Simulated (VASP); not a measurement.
# GaN (F-43m) in VASP: a series of runs

The runs below take GaN through vibrations by perturbation theory, elastic constants, with LDA.

Program: VASP 6.6.1. These are calculated values, not measurements. Logs are shortened: lines on timing, memory, paths and dates and some standing lists are left out, and cuts for length are marked.

## Step 1: The cell of the first run

Symmetry: F-43m, No. 216, cubic system. The conventional cell has a = 4.455 Å, b = 4.455 Å, c = 4.455 Å, α = 90.00°, β = 90.00°, γ = 90.00°. Ga (site symmetry -43m) has 4 N at 1.93 Å within 2.6 Å. Within 2.6 Å of N (site symmetry -43m) lie 4 Ga at 1.93 Å.

## Step 2: Vibrations by perturbation theory, LDA

File INCAR:

```
ALGO = Normal
EDIFF = 1E-8
ENCUT = 520
GGA = CA
IBRION = 8
ISIF = 2
ISMEAR = 0
LASPH = T
LCHARG = F
LEPSILON = T
LREAL = F
LWAVE = F
NBANDS = 16
NELM = 80
NSW = 1
PREC = Accurate
SIGMA = 0.01
```

File KPOINTS:

```
k-points
0
Gamma
  8 8 8
```

File POSCAR:

```
GaN
1.0
    0.0000000000      2.2275000000      2.2275000000
    2.2275000000      0.0000000000      2.2275000000
    2.2275000000      2.2275000000      0.0000000000
Ga N
1 1
Direct
    0.0000000000      0.0000000000      0.0000000000
    0.2500000000      0.2500000000      0.2500000000
```

Potentials or basis: VASP PAW LDA potentials, release 64 (Ga_d, N).

Run with:

```sh
> cat potpaw_LDA.64/Ga_d/POTCAR potpaw_LDA.64/N/POTCAR > POTCAR
> mpirun -np 1 vasp_std > vasp.out
```

OUTCAR:

```text
EDIFF = 1E-8
   ENCUT = 520
   GGA = CA
   IBRION = 8
   ISIF = 2
   ISMEAR = 0
   LASPH = T
   LEPSILON = T
   LREAL = F
   NELM = 80
   NSW = 1
   PREC = Accurate

 ion  position               nearest neighbor table
   1  0.000  0.000  0.000-   2 1.93   2 1.93   2 1.93   2 1.93
   2  0.250  0.250  0.250-   1 1.93   1 1.93   1 1.93   1 1.93

  LATTYP: Found a face centered cubic cell.
 ALAT       =     4.4550000000

  Lattice vectors:

 A1 = (   0.0000000000,   2.2275000000,   2.2275000000)
 A2 = (   2.2275000000,   0.0000000000,   2.2275000000)
 A3 = (   2.2275000000,   2.2275000000,   0.0000000000)

Analysis of symmetry for initial positions (statically):
=====================================================================
 Subroutine PRICEL returns:
 Original cell was already a primitive cell.

 Routine SETGRP: Setting up the symmetry group for a
 face centered cubic supercell.

 Subroutine GETGRP returns: Found 24 space group operations
 (whereof 24 operations were pure point group operations)
 out of a pool of 48 trial point group operations.

The static configuration has the point symmetry T_d .

Analysis of symmetry for dynamics (positions and initial velocities):
=====================================================================
 Subroutine PRICEL returns:
 Original cell was already a primitive cell.

 Routine SETGRP: Setting up the symmetry group for a
 face centered cubic supercell.

 Subroutine GETGRP returns: Found 24 space group operations
 (whereof 24 operations were pure point group operations)
 out of a pool of 48 trial point group operations.

The dynamic configuration has the point symmetry T_d .

 Subroutine INISYM returns: Found 24 space group operations
 (whereof 24 operations are pure point group operations),
 and found     1 'primitive' translations

----------------------------------------------------------------------------------------

[... 686 lines left out ...]
     0.00000 -9.43694 -0.00721

 MACROSCOPIC STATIC DIELECTRIC TENSOR (including local field effects in DFT)
 ------------------------------------------------------
           5.881005     0.000000    -0.000000
          -0.000000     5.881005    -0.000000
           0.000000    -0.000000     5.881005
 ------------------------------------------------------

 PIEZOELECTRIC TENSOR (including local field effects)  for field in x, y, z        (e  Angst)
          XX          YY          ZZ          XY          YZ          ZX
  --------------------------------------------------------------------------------
  x    -0.00000     0.00000     0.00000     0.00000    -1.39736     0.00000
  y    -0.00000    -0.00000    -0.00000     0.00000     0.00000    -1.39736
  z    -0.00000    -0.00000    -0.00000    -1.39736     0.00000     0.00000

 PIEZOELECTRIC TENSOR (including local field effects)  for field in x, y, z        (C/m^2)
          XX          YY          ZZ          XY          YZ          ZX
  --------------------------------------------------------------------------------
  x    -0.00000     0.00000     0.00000     0.00000    -1.01283     0.00000
  y    -0.00000    -0.00000    -0.00000     0.00000     0.00000    -1.01283
  z    -0.00000    -0.00000    -0.00000    -1.01283     0.00000     0.00000

 BORN EFFECTIVE CHARGES (including local field effects) (in |e|, cummulative output)
 ---------------------------------------------------------------------------------
 ion    1
    1     2.63143     0.00000     0.00000
    2     0.00000     2.63143    -0.00000
    3     0.00000    -0.00000     2.63143
 ion    2
    1    -2.63143     0.00000    -0.00000
    2     0.00000    -2.63143     0.00000
    3     0.00000     0.00000    -2.63143

 INTERNAL STRAIN TENSOR FOR ION    2 for displacements in x,y,z  (eV/Angst):
          X           Y           Z          XY          YZ          ZX
  --------------------------------------------------------------------------------
  x    -0.00000    -0.00000    -0.00000     0.00000    -9.43694     0.00000
  y    -0.00000     0.00000    -0.00000     0.00000     0.00000    -9.43694
  z    -0.00000    -0.00000    -0.00000    -9.43694     0.00000     0.00000

 SECOND DERIVATIVES (NOT SYMMETRIZED)
 ------------------------------------
               1X          1Y          1Z          2X          2Y          2Z
  1X   -13.376609    0.000000    0.000000   13.376609    0.000000    0.000000
  1Y     0.000000  -13.376609    0.000000    0.000000   13.376609    0.000000
  1Z     0.000000    0.000000  -13.376609    0.000000    0.000000   13.376609
  2X    13.344270    0.000000    0.000000  -13.344270    0.000000    0.000000
  2Y     0.000000   13.344270    0.000000    0.000000  -13.344270    0.000000
  2Z     0.000000    0.000000   13.344270    0.000000    0.000000  -13.344270

 Eigenvectors and eigenvalues of the dynamical matrix
 ----------------------------------------------------

   1 f  =   16.727983 THz   105.105020 2PiTHz  557.985467 cm-1    69.181350 meV
             X         Y         Z           dx          dy          dz
      0.000000  0.000000  0.000000     0.409348    0.000000   -0.000000
      1.113750  1.113750  1.113750    -0.912378   -0.000000    0.000000
[... 21 lines left out ...]
   6 f/i=    0.007561 THz     0.047507 2PiTHz    0.252209 cm-1     0.031270 meV
             X         Y         Z           dx          dy          dz
      0.000000  0.000000  0.000000     0.056204    0.585519    0.697455
      1.113750  1.113750  1.113750     0.025216    0.262699    0.312920

--------------------------------------------------------------------------------------------------------

 MACROSCOPIC STATIC DIELECTRIC TENSOR IONIC CONTRIBUTION
 ------------------------------------------------------
           4.242721     0.000000     0.000000
           0.000000     4.242721    -0.000000
           0.000000    -0.000000     4.242721
 ------------------------------------------------------

 ELASTIC MODULI CONTR FROM IONIC RELAXATION (kBar)
 Direction    XX          YY          ZZ          XY          YZ          ZX
 --------------------------------------------------------------------------------
 XX          -0.0000      0.0000      0.0000     -0.0000      0.0000     -0.0000
 YY           0.0000     -0.0000      0.0000     -0.0000     -0.0000      0.0000
 ZZ           0.0000      0.0000     -0.0000      0.0000     -0.0000     -0.0000
 XY          -0.0000     -0.0000      0.0000   -449.3103     -0.0000      0.0000
 YZ           0.0000     -0.0000     -0.0000     -0.0000   -449.3103     -0.0000
 ZX          -0.0000      0.0000     -0.0000      0.0000     -0.0000   -449.3103
 --------------------------------------------------------------------------------

 PIEZOELECTRIC TENSOR IONIC CONTR  for field in x, y, z        (C/m^2)
          XX          YY          ZZ          XY          YZ          ZX
  --------------------------------------------------------------------------------
  x    -0.00000     0.00000     0.00000     0.00000     1.29918     0.00000
  y     0.00000    -0.00000     0.00000    -0.00000     0.00000     1.29918
  z     0.00000     0.00000    -0.00000     1.29918     0.00000    -0.00000
```

OSZICAR:

```text
N       E                     dE             d eps       ncg     rms          rms(c)
DAV:   1     0.817337660600E+02    0.81734E+02   -0.93872E+03  1032   0.205E+03
DAV:   2    -0.107471688284E+02   -0.92481E+02   -0.86273E+02  1088   0.330E+02
DAV:   3    -0.159658650671E+02   -0.52187E+01   -0.52040E+01  1048   0.672E+01
DAV:   4    -0.160226529705E+02   -0.56788E-01   -0.56783E-01  1208   0.726E+00
[... 174 lines left out ...]
RMM:   8    -0.229490811775E+00    0.77479E-06   -0.11278E-08  6107   0.425E-04    0.246E-05
RMM:   9    -0.229490526378E+00    0.28540E-06   -0.38615E-10  6225   0.119E-04    0.842E-06
RMM:  10    -0.229490624255E+00   -0.97877E-07    0.34632E-09  6151   0.410E-05    0.203E-06
RMM:  11    -0.229490635114E+00   -0.10859E-07    0.24620E-09  6174   0.138E-05    0.425E-07
RMM:  12    -0.229490629394E+00    0.57203E-08    0.31842E-09  5710   0.572E-06    0.103E-07
 Linear response finished
```

Wall time 7.1 min (1 thread of AMD EPYC 7R13, shared host); peak memory 0.18 GiB.

What came out:

```yaml
Electronic_dielectric_tensor_diagonal: 5.88
Born_charges_mean_of_the_diagonal: Ga +2.63; N -2.63 e
Highest_phonon_frequency_at_Γ_LO-TO_splitting_left_out: 558 cm⁻¹
```

Phonon frequencies in cm⁻¹ (negative: imaginary):
| q point | frequencies |
| --- | --- |
| (0.000, 0.000, 0.000) | 0 0 0 558 558 558 |

Electronic dielectric tensor:
```
5.88 0.00 0.00
0.00 5.88 0.00
0.00 0.00 5.88
```

Born effective charge tensors (e):
atom 1, Ga
```
2.63 0.00 0.00
0.00 2.63 0.00
0.00 0.00 2.63
```
atom 2, N
```
-2.63  0.00  0.00
 0.00 -2.63  0.00
 0.00  0.00 -2.63
```

Caveat: the cell stands under pressure or tension, which shifts response properties.

## Step 3: Elastic constants, LDA

File INCAR:

```
PREC = Accurate
ENCUT = 600
EDIFF = 1E-8
ISMEAR = 0
SIGMA = 0.01
LREAL = F
LASPH = T
NELM = 100
ALGO = Normal
ISIF = 3
LWAVE = F
LCHARG = F
GGA = CA
NBANDS = 16
IBRION = 6
NFREE = 2
POTIM = 0.015
NSW = 1
```

File KPOINTS:

```
Automatic mesh
0
Gamma
  8 8 8
```

POSCAR is that of step 2.

Potentials or basis: VASP PAW LDA potentials, release 64 (Ga_d, N).

Run with:

```sh
> cat potpaw_LDA.64/Ga_d/POTCAR potpaw_LDA.64/N/POTCAR > POTCAR
> mpirun -np 1 vasp_std > vasp.out
```

OUTCAR:

```text
PREC = Accurate
   ENCUT = 600
   EDIFF = 1E-8
   ISMEAR = 0
   LREAL = F
   LASPH = T
   NELM = 100
   ISIF = 3
   GGA = CA
   IBRION = 6
   NFREE = 2
   POTIM = 0.015
   NSW = 1

 ion  position               nearest neighbor table
   1  0.000  0.000  0.000-   2 1.93   2 1.93   2 1.93   2 1.93
   2  0.250  0.250  0.250-   1 1.93   1 1.93   1 1.93   1 1.93

  LATTYP: Found a face centered cubic cell.
 ALAT       =     4.4550000000

  Lattice vectors:

 A1 = (   0.0000000000,   2.2275000000,   2.2275000000)
 A2 = (   2.2275000000,   0.0000000000,   2.2275000000)
 A3 = (   2.2275000000,   2.2275000000,   0.0000000000)

Analysis of symmetry for initial positions (statically):
=====================================================================
 Subroutine PRICEL returns:
 Original cell was already a primitive cell.

 Routine SETGRP: Setting up the symmetry group for a
 face centered cubic supercell.

 Subroutine GETGRP returns: Found 24 space group operations
 (whereof 24 operations were pure point group operations)
 out of a pool of 48 trial point group operations.

The static configuration has the point symmetry T_d .

Analysis of symmetry for dynamics (positions and initial velocities):
=====================================================================
 Subroutine PRICEL returns:
 Original cell was already a primitive cell.

 Routine SETGRP: Setting up the symmetry group for a
 face centered cubic supercell.
[... 819 lines left out ...]
  in kB       10.5310136     10.8787627     10.8787627      0.0000000     10.2928044      0.0000000
  external PRESSURE =      10.7628464 kB  Pullay stress =       0.0000000 kB
[... 17 lines left out ...]
  FREE ENERGIE OF THE ION-ELECTRON SYSTEM (eV)
  ---------------------------------------------------
  free  energy   TOTEN  =       -13.9421478860 eV

  energy  without entropy=      -13.9421478860  energy(sigma->0) =      -13.94214789

 INTERNAL STRAIN TENSORS FROM STRAINED CELLS
 ============================================

 INTERNAL STRAIN TENSOR FOR ION    1 for displacements in x,y,z  (eV/Angst):
          X           Y           Z          XY          YZ          ZX
  --------------------------------------------------------------------------------
  x     0.00000    -0.00000    -0.00000    -0.00000     9.44764    -0.00000
  y    -0.00000    -0.00000    -0.00000    -0.00000     0.00000     9.44746
  z     0.00000    -0.00000     0.00000     9.44786     0.00000    -0.00000

 INTERNAL STRAIN TENSORS FROM DISPLACED ATOMS
 ============================================

 INTERNAL STRAIN TENSOR FOR ION    1 for displacements in x,y,z  (eV/Angst):
          X           Y           Z          XY          YZ          ZX
  --------------------------------------------------------------------------------
  x    -0.00000     0.00000     0.00000     0.00000     9.44642     0.00000
  y     0.00000     0.00000     0.00000     0.00000     0.00000     9.44642
  z     0.00000     0.00000    -0.00000     9.44642     0.00000     0.00000

 INTERNAL STRAIN TENSOR FOR ION    2 for displacements in x,y,z  (eV/Angst):
          X           Y           Z          XY          YZ          ZX
  --------------------------------------------------------------------------------
  x     0.00000     0.00000     0.00000     0.00000    -9.45825     0.00000
  y     0.00000    -0.00000     0.00000     0.00000     0.00000    -9.45825
  z     0.00000     0.00000     0.00000    -9.45825     0.00000     0.00000

 Eigenvectors and eigenvalues of the dynamical matrix
 ----------------------------------------------------

   1 f  =   16.718116 THz   105.043022 2PiTHz  557.656329 cm-1    69.140542 meV
             X         Y         Z           dx          dy          dz
      0.000000  0.000000  0.000000     0.000000   -0.408950   -0.000000
      1.113750  1.113750  1.113750     0.000000    0.912557   -0.000000
[... 21 lines left out ...]
   6 f/i=    0.000278 THz     0.001748 2PiTHz    0.009279 cm-1     0.001150 meV
             X         Y         Z           dx          dy          dz
      0.000000  0.000000  0.000000     0.589337   -0.690323   -0.094318
      1.113750  1.113750  1.113750     0.264104   -0.309359   -0.042268

--------------------------------------------------------------------------------------------------------

 ELASTIC MODULI CONTR FROM IONIC RELAXATION (kBar)
 Direction    XX          YY          ZZ          XY          YZ          ZX
 --------------------------------------------------------------------------------
 XX          -0.0000      0.0000      0.0000     -0.0000      0.0000     -0.0000
 YY           0.0000     -0.0000     -0.0000     -0.0000     -0.0000     -0.0000
 ZZ           0.0000     -0.0000     -0.0000      0.0000     -0.0000     -0.0000
 XY          -0.0000     -0.0000      0.0000   -485.6625      0.0000      0.0000
 YZ           0.0000     -0.0000     -0.0000      0.0000   -485.6625      0.0000
 ZX          -0.0000     -0.0000     -0.0000      0.0000      0.0000   -485.6625
 --------------------------------------------------------------------------------

 TOTAL ELASTIC MODULI (kBar)
 Direction    XX          YY          ZZ          XY          YZ          ZX
 --------------------------------------------------------------------------------
 XX        2892.4932   1614.5663   1614.5663      0.0000      0.0000      0.0000
 YY        1614.5663   2892.4932   1614.5663      0.0000     -0.0000     -0.0000
 ZZ        1614.5663   1614.5663   2892.4932      0.0000      0.0000      0.0000
 XY           0.0000      0.0000      0.0000   1611.7971      0.0000     -0.0000
 YZ           0.0000     -0.0000      0.0000      0.0000   1611.7971     -0.0000
 ZX           0.0000     -0.0000      0.0000     -0.0000     -0.0000   1611.7971
 --------------------------------------------------------------------------------
```

stdout:

```text
POSCAR found type information on POSCAR GaN
 POSCAR found :  2 types and       2 ions
 scaLAPACK will be used
 LDA part: xc-table for (Slater(with rela. corr.)+CA(PZ))
 , standard interpolation
 POSCAR, INCAR and KPOINTS ok, starting setup
 FFT: planning ... GRIDC
 FFT: planning ... GRID_SOFT
 FFT: planning ... GRID
 WAVECAR not read
 entering main loop
 Found     2 degrees of freedom:
 Adding 6 more for cell shape distortion
 Finite differences POTIM= 0.01500 DOF=   8
 bond charge predicted
 Finite differences progress:
 bond charge predicted
 Finite differences progress:
 bond charge predicted
 Finite differences progress:
 bond charge predicted
 Finite differences progress:
 bond charge predicted
 Finite differences progress:
 bond charge predicted
 Finite differences progress:
 bond charge predicted
 Finite differences progress:
 bond charge predicted
 Finite differences progress:
 bond charge predicted
 Finite differences progress:
 bond charge predicted
 Finite differences progress:
 bond charge predicted
 Finite differences progress:
 bond charge predicted
 Finite differences progress:
 bond charge predicted
 Finite differences progress:
 bond charge predicted
 Finite differences progress:
 bond charge predicted
 Finite differences progress:
 bond charge predicted
 Finite differences progress:
```

It took 16 min on 1 thread of AMD EPYC 7R13, shared host; peak memory 0.21 GiB.

Results:

```
Elastic constants C11, C12, C44                         : 289, 161, 161 GPa
Voigt bulk modulus                                      : 204 GPa
Highest phonon frequency at Γ, LO-TO splitting left out : 558 cm⁻¹
```

Phonon frequencies in cm⁻¹ (negative: imaginary):
| q point | frequencies |
| --- | --- |
| (0.000, 0.000, 0.000) | 0 0 0 558 558 558 |

Elastic tensor in Voigt notation (GPa, in the Cartesian axes of the cell as first typed):
```
289 161 161   0   0   0
161 289 161   0   0   0
161 161 289   0   0   0
  0   0   0 161   0   0
  0   0   0   0 161   0
  0   0   0   0   0 161
```

Clamped-ion elastic tensor (GPa):
```
289 161 161   0   0   0
161 289 161   0   0   0
161 161 289   0   0   0
  0   0   0 210   0   0
  0   0   0   0 210   0
  0   0   0   0   0 210
```

Caveat: the cell is under stress, which shifts elastic constants.
